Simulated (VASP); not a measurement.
# PbS in VASP: a series of runs, part 2 of 3

VASP 6.6.1. The steps go on from the part before.

## 3. Electric field gradients, PBE (zz strain of -2 %)

The input, INCAR:

```
ALGO     = Normal         # electronic algorithm
EDIFF    = 1E-8           # SCF threshold, eV
ENCUT    = 520            # plane-wave cutoff, eV
GGA      = PE             # functional
ISIF     = 2              # what is computed and relaxed
ISMEAR   = -1             # smearing method
LASPH    = True           # aspherical terms in the spheres
LCHARG   = False          # write CHGCAR
LEFG     = True         
LREAL    = False          # projectors in reciprocal space
LWAVE    = False          # write WAVECAR
NBANDS   = 28             # bands
NELM     = 60             # most SCF steps
PREC     = Accurate       # precision mode
SIGMA    = 0.01           # smearing width, eV
```

The input, KPOINTS:

```
k-points
0
Gamma
  7 7 3
```

The input, POSCAR:

```
PbS
1.0
    2.9405000000     -2.9000000000      0.0000000000
    2.9405000000      2.9000000000      0.0000000000
   -1.0800500000      0.0000000000     11.4751042000
Pb S
2 2
Direct
    0.7756000000      0.7756000000      0.6363800000
    0.2244000000      0.2244000000      0.3636200000
    0.2684000000      0.2684000000      0.5986000000
    0.7316000000      0.7316000000      0.4014000000
```

Potentials or basis: VASP PAW PBE potentials, release 64 (Pb_d, S).

The run is started by

```sh
cat potpaw_PBE.64/Pb_d/POTCAR potpaw_PBE.64/S/POTCAR > POTCAR
mpirun -np 1 vasp_std > vasp.out
```

OUTCAR:

```text
EDIFF = 1E-8
   ENCUT = 520
   GGA = PE
   ISIF = 2
   ISMEAR = -1
   LASPH = True
   LREAL = False
   NELM = 60
   PREC = Accurate

 ion  position               nearest neighbor table
   1  0.776  0.776  0.636-   4 2.70   3 2.93   3 2.93   3 2.97   3 2.97
   2  0.224  0.224  0.364-   3 2.70   4 2.93   4 2.93   4 2.97   4 2.97
   3  0.268  0.268  0.599-   2 2.70   1 2.93   1 2.93   1 2.97   1 2.97
   4  0.732  0.732  0.401-   1 2.70   2 2.93   2 2.93   2 2.97   2 2.97

  LATTYP: Found a base centered monoclinic cell.
 ALAT       =     5.8810000000
 B/A-ratio  =     0.9862268322
 C/A-ratio  =     1.9598401465
 COS(beta)  =    -0.0937069995

  Lattice vectors:

 A1 = (   2.9405000000,  -2.9000000000,   0.0000000000)
 A2 = (   2.9405000000,   2.9000000000,   0.0000000000)
 A3 = (  -1.0800500000,   0.0000000000,  11.4751042000)

Analysis of symmetry for initial positions (statically):
=====================================================================
 Subroutine PRICEL returns:
 Original cell was already a primitive cell.

 Routine SETGRP: Setting up the symmetry group for a
 base centered monoclinic supercell.

 Subroutine GETGRP returns: Found  4 space group operations
 (whereof  4 operations were pure point group operations)
 out of a pool of  4 trial point group operations.

The static configuration has the point symmetry C_2h.

Analysis of symmetry for dynamics (positions and initial velocities):
=====================================================================
 Subroutine PRICEL returns:
 Original cell was already a primitive cell.

 Routine SETGRP: Setting up the symmetry group for a
 base centered monoclinic supercell.

 Subroutine GETGRP returns: Found  4 space group operations
 (whereof  4 operations were pure point group operations)
 out of a pool of  4 trial point group operations.

The dynamic configuration has the point symmetry C_2h.

 Subroutine INISYM returns: Found  4 space group operations
 (whereof  4 operations are pure point group operations),
 and found     1 'primitive' translations

----------------------------------------------------------------------------------------

                                     Primitive cell

  volume of cell :     195.7068

  direct lattice vectors                    reciprocal lattice vectors
     2.940500000 -2.900000000  0.000000000     0.170039109 -0.172413793  0.016004276
     2.940500000  2.900000000  0.000000000     0.170039109  0.172413793  0.016004276
    -1.080050000  0.000000000 11.475104200     0.000000000  0.000000000  0.087145178

  length of vectors
     4.129956447  4.129956447 11.525819902     0.242684881  0.242684881  0.087145178

  position of ions in fractional coordinates (direct lattice)
     0.775600000  0.775600000  0.636380000
     0.224400000  0.224400000  0.363620000
     0.268400000  0.268400000  0.598600000
     0.731600000  0.731600000  0.401400000

  ion indices of the primitive-cell ions
   primitive index   ion index
[... 89 lines left out ...]
   EMIN   =  10.00;   EMAX   =-10.00  energy-range for DOS
   EFERMI =   0.00;   METHOD = LEGACY
   ISMEAR =    -1;   SIGMA  =   0.01  broadening in eV -4-tet -1-fermi 0-gaus
   EFERMI_NEDOS =   21; number of points for ismear=-14 and -15
   IALGO  =     38    algorithm
   IMIX   =      4    mixing-type and parameters
     AMIX     =   0.40;   BMIX     =  1.00
     AMIX_MAG =   1.60;   BMIX_MAG =  1.00
  volume/ion in A,a.u.               =      48.93       330.17
  Fermi-wavevector in a.u.,A,eV,Ry     =   0.964331  1.822322 12.652530  0.929935
  Thomas-Fermi vector in A             =   2.093953
   LORBIT       =      0    0 simple, 1 ext, 2 COOP (PROOUT), +10 PAW based schemes
   GGA     = PE    functional components
   LHFCALC =     F    Hartree Fock is set to
   AEXX    =    0.0000 exact exchange contribution
   IVDW    =     0    specifies the selected vdW correction
   LEPSILON=     F    determine dielectric tensor
   LRPA    =     F    only Hartree local field effects (RPA)
 non-spin polarized calculation
  energy-cutoff  :      520.00
  volume of cell :      195.71
 maximum number of plane-waves:      5300
   NGX = 15   NGY = 15   NGZ = 43

 number of electron      39.9999998 magnetization

 Free energy of the ion-electron system (eV)
  ---------------------------------------------------
  ext. energy  EPLUGINS =         0.00000000
  ---------------------------------------------------
  free energy    TOTEN  =       -17.20162423 eV

  energy without entropy =      -17.20162423  energy(sigma->0) =      -17.20162423

 E-fermi :   1.0165     XC(G=0):  -5.9959

 val. band max:        0.7830402959   @ k =   0.0000   0.0000   0.0000
 cond. band min:       2.1469620996   @ k =   0.0000   0.0000   0.3333
 fundamental gap:      1.3639218037
 Fermi energy:         1.0165286811

 k-point     1 :       0.0000    0.0000    0.0000
  band No.  band energies     occupation
      1     -15.5310      2.00000
      2     -15.4446      2.00000
      3     -15.4344      2.00000
      4     -15.4306      2.00000
      5     -15.3942      2.00000
      6     -15.3919      2.00000
[... 733 lines left out ...]
     27       6.0310      0.00000
     28       7.4831      0.00000

 [... further k-points ...]

------------------------ aborting loop because EDIFF is reached ----------------------------------------

  FORCE on cell =-STRESS in cart. coord.  units (eV):
  Direction    XX          YY          ZZ          XY          YZ          ZX
  --------------------------------------------------------------------------------------
  -------------------------------------------------------------------------------------
  Total        0.9141160      2.0455805     -0.3432017      0.0000000      0.0000000     -0.0117643
  in kB        7.4835230     16.7463952     -2.8096630      0.0000000      0.0000000     -0.0963102
  external PRESSURE =       7.1400851 kB  Pullay stress =       0.0000000 kB

 VOLUME and BASIS-vectors are now :
 -----------------------------------------------------------------------------
  energy-cutoff  :      520.00
  volume of cell :      195.71
      direct lattice vectors                 reciprocal lattice vectors
     2.940500000 -2.900000000  0.000000000     0.170039109 -0.172413793  0.016004276
     2.940500000  2.900000000  0.000000000     0.170039109  0.172413793  0.016004276
    -1.080050000  0.000000000 11.475104200     0.000000000  0.000000000  0.087145178

 POSITION                                       TOTAL-FORCE (eV/Angst)
 -----------------------------------------------------------------------------------
      3.87398      0.00000      7.30253        -0.001680      0.000000     -0.175838
      0.92697      0.00000      4.17258         0.001680      0.000000      0.175838
      0.93194      0.00000      6.86900        -0.003488      0.000000      0.111892
      3.86901      0.00000      4.60611         0.003488      0.000000     -0.111892
 -----------------------------------------------------------------------------------
    total drift:                                0.000000      0.000000      0.000000

  FREE ENERGIE OF THE ION-ELECTRON SYSTEM (eV)
  ---------------------------------------------------
  free  energy   TOTEN  =       -17.2016242264 eV

  energy  without entropy=      -17.2016242264  energy(sigma->0) =      -17.20162423

 Electric field gradients (V/A^2)
---------------------------------------------------------------------
 ion       V_xx      V_yy      V_zz      V_xy      V_xz      V_yz
---------------------------------------------------------------------
   1     130.183    73.047  -203.230    -0.000     0.274     0.000
   2     130.183    73.047  -203.230     0.000     0.274     0.000
   3      -0.554    -2.510     3.064     0.000     0.246     0.000
   4      -0.554    -2.510     3.064     0.000     0.246    -0.000
---------------------------------------------------------------------

 Electric field gradients after diagonalization (V/A^2)
 (convention: |V_zz| > |V_xx| > |V_yy|)
----------------------------------------------------------------------
 ion       V_xx      V_yy      V_zz     asymmetry (V_yy - V_xx)/ V_zz
----------------------------------------------------------------------
   1     130.183    73.047  -203.230       0.281
   2     130.183    73.047  -203.230       0.281
   3      -2.510    -0.571     3.081       0.630
   4      -2.510    -0.571     3.081       0.630
----------------------------------------------------------------------

           NMR quadrupolar parameters

 Cq : quadrupolar parameter    Cq=e*Q*V_zz/h
 eta: asymmetry parameters     (V_yy - V_xx)/ V_zz
 Q  : nuclear electric quadrupole moment in mb (millibarn)
----------------------------------------------------------------------
 ion       Cq(MHz)       eta       Q (mb)
----------------------------------------------------------------------
   1      -0.491       0.281       1.000
   2      -0.491       0.281       1.000
   3       0.007       0.630       1.000
   4       0.007       0.630       1.000
----------------------------------------------------------------------
```

Run time: 3.8 min. Hardware: 1 thread of Intel Xeon Platinum 8375C at 2.90GHz (Ice Lake), shared host; peak memory 0.41 GiB.

Results:

```yaml
Free_energy: -17.2016 eV
Largest_force: 0.176 eV/Å
Band_gap_on_the_k_mesh: 1.36 eV
Largest_electric_field_gradient_by_atom: Pb -203.2; S +3.1 V/Å²
```

Forces on the atoms (eV/Å):
```
Pb  -0.002  0.000 -0.176
Pb   0.002  0.000  0.176
S   -0.003  0.000  0.112
S    0.003  0.000 -0.112
```

Levels at points of the mesh, in eV from the valence-band top:
```tsv
k point	band 18	band 19	band 20	band 21	band 22	band 23
(0.00, 0.00, 0.00)	-1.42	-1.31	0.00	1.49	3.08	4.93
```

Electric field gradients, principal values (V/Å²):
```csv
atom,least,middle,greatest (by size)
1 Pb,73.047,130.183,-203.230
2 Pb,73.047,130.183,-203.230
3 S,-0.571,-2.510,3.081
4 S,-0.571,-2.510,3.081
```

Caveat: the cell differs from its parent crystal (zz strain of -2 %); without QUAD_EFG the Cq values of the log hold for a quadrupole moment of 1 mb, not for the nuclei; spin-orbit coupling is left out, which moves the levels of the heavy elements.

## 4. Electric field gradients, PBE (zz strain of +1 %)

The input, INCAR:

```
SYSTEM = PbS
PREC = Accurate
ENCUT = 520
EDIFF = 1E-8
ISMEAR = -1
SIGMA = 0.01
LREAL = .False.
LASPH = .True.
NELM = 80
ALGO = Normal
ISIF = 2
LWAVE = .False.
LCHARG = .False.
GGA = PE
LEFG = .True.
NBANDS = 28
```

The input, KPOINTS:

```
regular mesh
0
Gamma
  7 7 3
  0 0 0
```

Changes to POSCAR since step 3:

```diff
@@ -4,3 +4,3 @@
     2.9405000000      2.9000000000      0.0000000000
-   -1.0800500000      0.0000000000     11.4751042000
+   -1.0800500000      0.0000000000     11.8263829000
 Pb S
```

Potentials or basis: VASP PAW PBE potentials, release 64 (Pb_d, S).

The run is started by

```sh
cat potpaw_PBE.64/Pb_d/POTCAR potpaw_PBE.64/S/POTCAR > POTCAR
mpirun -np 1 vasp_std > vasp.out
```

OUTCAR:

```text
SYSTEM = PbS
   PREC = Accurate
   ENCUT = 520
   EDIFF = 1E-8
   ISMEAR = -1
   LREAL = .False.
   LASPH = .True.
   NELM = 80
   ISIF = 2
   GGA = PE

 ion  position               nearest neighbor table
   1  0.776  0.776  0.636-   4 2.78   3 2.93   3 2.93   3 2.97   3 2.98
   2  0.224  0.224  0.364-   3 2.78   4 2.93   4 2.93   4 2.97   4 2.98
   3  0.268  0.268  0.599-   2 2.78   1 2.93   1 2.93   1 2.97   1 2.98
   4  0.732  0.732  0.401-   1 2.78   2 2.93   2 2.93   2 2.97   2 2.98

  LATTYP: Found a base centered monoclinic cell.
 ALAT       =     5.8810000000
 B/A-ratio  =     0.9862268322
 C/A-ratio  =     2.0193161932
 COS(beta)  =    -0.0909469950

  Lattice vectors:

 A1 = (   2.9405000000,  -2.9000000000,   0.0000000000)
 A2 = (   2.9405000000,   2.9000000000,   0.0000000000)
 A3 = (  -1.0800500000,   0.0000000000,  11.8263829000)

Analysis of symmetry for initial positions (statically):
=====================================================================
[... 949 lines left out ...]
      3.87398      0.00000      7.52607        -0.001569      0.000000     -0.507062
      0.92697      0.00000      4.30031         0.001569      0.000000      0.507062
      0.93194      0.00000      7.07927        -0.003741      0.000000     -0.133887
      3.86901      0.00000      4.74711         0.003741      0.000000      0.133887
 -----------------------------------------------------------------------------------
    total drift:                                0.000000      0.000000      0.000000

  FREE ENERGIE OF THE ION-ELECTRON SYSTEM (eV)
  ---------------------------------------------------
  free  energy   TOTEN  =       -17.1663367757 eV

  energy  without entropy=      -17.1663367757  energy(sigma->0) =      -17.16633678

 Electric field gradients (V/A^2)
---------------------------------------------------------------------
 ion       V_xx      V_yy      V_zz      V_xy      V_xz      V_yz
---------------------------------------------------------------------
   1      79.139    22.210  -101.350    -0.000     0.476     0.000
   2      79.139    22.210  -101.350     0.000     0.476     0.000
   3       0.866    -0.888     0.021     0.000     0.223     0.000
   4       0.866    -0.888     0.021     0.000     0.223     0.000
---------------------------------------------------------------------

 Electric field gradients after diagonalization (V/A^2)
 (convention: |V_zz| > |V_xx| > |V_yy|)
----------------------------------------------------------------------
 ion       V_xx      V_yy      V_zz     asymmetry (V_yy - V_xx)/ V_zz
----------------------------------------------------------------------
   1      79.141    22.210  -101.351       0.562
   2      79.141    22.210  -101.351       0.562
   3      -0.888    -0.034     0.922       0.926
   4      -0.888    -0.034     0.922       0.926
----------------------------------------------------------------------

           NMR quadrupolar parameters

 Cq : quadrupolar parameter    Cq=e*Q*V_zz/h
 eta: asymmetry parameters     (V_yy - V_xx)/ V_zz
 Q  : nuclear electric quadrupole moment in mb (millibarn)
----------------------------------------------------------------------
 ion       Cq(MHz)       eta       Q (mb)
----------------------------------------------------------------------
   1      -0.245       0.562       1.000
   2      -0.245       0.562       1.000
   3       0.002       0.926       1.000
   4       0.002       0.926       1.000
----------------------------------------------------------------------
```

Run time: 3.3 min. Hardware: 1 thread of Intel Xeon Platinum 8375C at 2.90GHz (Ice Lake), shared host; peak memory 0.41 GiB.

What came out:

* Free energy: -17.1663 eV
* Largest force: 0.507 eV/Å
* Band gap on the k mesh: 1.23 eV
* Largest electric field gradient by atom: Pb -101.4; S +0.9 V/Å²

Forces in eV/Å, atoms in the order of the input:
```
Pb  -0.002  0.000 -0.507
Pb   0.002  0.000  0.507
S   -0.004  0.000 -0.134
S    0.004  0.000  0.134
```

Electric field gradients, principal values (V/Å²):
```csv
atom,least,middle,greatest (by size)
1 Pb,22.210,79.141,-101.351
2 Pb,22.210,79.141,-101.351
3 S,-0.034,-0.888,0.922
4 S,-0.034,-0.888,0.922
```

Caveat: the cell differs from its parent crystal (zz strain of +1 %); without QUAD_EFG the Cq values of the log hold for a quadrupole moment of 1 mb, not for the nuclei; spin-orbit coupling is left out, which moves the levels of the heavy elements.

(Continued in part 3 of 3.)
